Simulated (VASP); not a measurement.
Runs of VASP 6.6.1 on HfB. The structure is that of space group I4/mmm (No. 139), or close to it. The cells are those of the table. 

| cell | gap on the mesh (eV) | pressure (GPa) |
| --- | --- | --- |
| a = 3.572, b = 3.572, c = 4.703 Å, 4 atoms | none | (a) |
| a = 3.572, b = 3.572, c = 4.771 Å, 4 atoms | none | -10.2 |
| a = 3.521, b = 3.521, c = 4.794 Å, 4 atoms | none | -7.4 |
| a = 3.521, b = 3.521, c = 4.747 Å, 4 atoms | none | -5.7 |

Alike in all rows: task single point; level PBE; potentials or basis VASP PAW PBE potentials, release 64 (Hf_pv, B); no spin polarisation; k mesh 12 × 12 × 10; cutoff (eV) 520; smearing gaussian 0.1 eV.

Problem. Fill in the values left out.

Solution. (a) -7.8.

Caveats: spin-orbit coupling is left out, which moves the levels of the heavy elements.

A k mesh can miss the band edges, and the runs leave out spin-orbit coupling on Hf.

A gap of «none» marks levels without a gap at the run's occupations.
